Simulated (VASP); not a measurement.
Wanted: the native input for a VASP 6.6.1 run.

| Item | Value |
| --- | --- |
| Task | single point |
| Functional | PBE |
| Potentials or basis | VASP PAW PBE potentials, release 64 (W_sv, O) |
| Cutoff | 520 eV |
| k mesh | 8 × 8 × 1 |
| Occupations | gaussian, width 0.1 eV |
| Spin | no spin polarisation |
| Dipole correction | yes |
| Further INCAR settings | ALGO = Normal; EDIFF = 1e-07; NBANDS = 39 |

The structure of W4O lies in POSCAR:

```
W4O
1.0
    3.1836991688      0.0000000000      0.0000000000
    0.0000000000      3.1836991688      0.0000000000
    0.0000000000      0.0000000000     20.1425775749
W O
4 1
Direct
    0.5000000000      0.5000000000      0.1985843165
    0.0000000000      0.0000000000      0.2776134069
    0.5000000000      0.5000000000      0.3599451800
    0.0000000000      0.0000000000      0.4290700901
    0.2500000000      0.2500000000      0.4978545706
```

The input as run:

INCAR

```
ALGO = Normal
DIPOL = 0.5 0.5 0.353
EDIFF = 1E-7
ENCUT = 520
GGA = PE
IDIPOL = 3
ISIF = 2
ISMEAR = 0
LASPH = True
LCHARG = False
LDIPOL = True
LREAL = False
LWAVE = False
NBANDS = 39
NELM = 80
PREC = Accurate
SIGMA = 0.1
```

KPOINTS

```
k-points
0
Gamma
  8 8 1
```

Potentials or basis: VASP PAW PBE potentials, release 64 (W_sv, O).

Command:

```console
$ cat potpaw_PBE.64/W_sv/POTCAR potpaw_PBE.64/O/POTCAR > POTCAR
$ mpirun -np 1 vasp_std > vasp.out
```

Results of the run:

* Largest force: 2.818 eV/Å
* Band gap on the k mesh: zero (bands 31 and 32 overlap by 2.04 eV)

Caveat: spin-orbit coupling is left out, which moves the levels of the heavy elements.

It took 2.6 min on 1 thread of Intel(R) Xeon(R) 6975P-C (Granite Rapids) (shared host), peak memory 0.34 GiB.
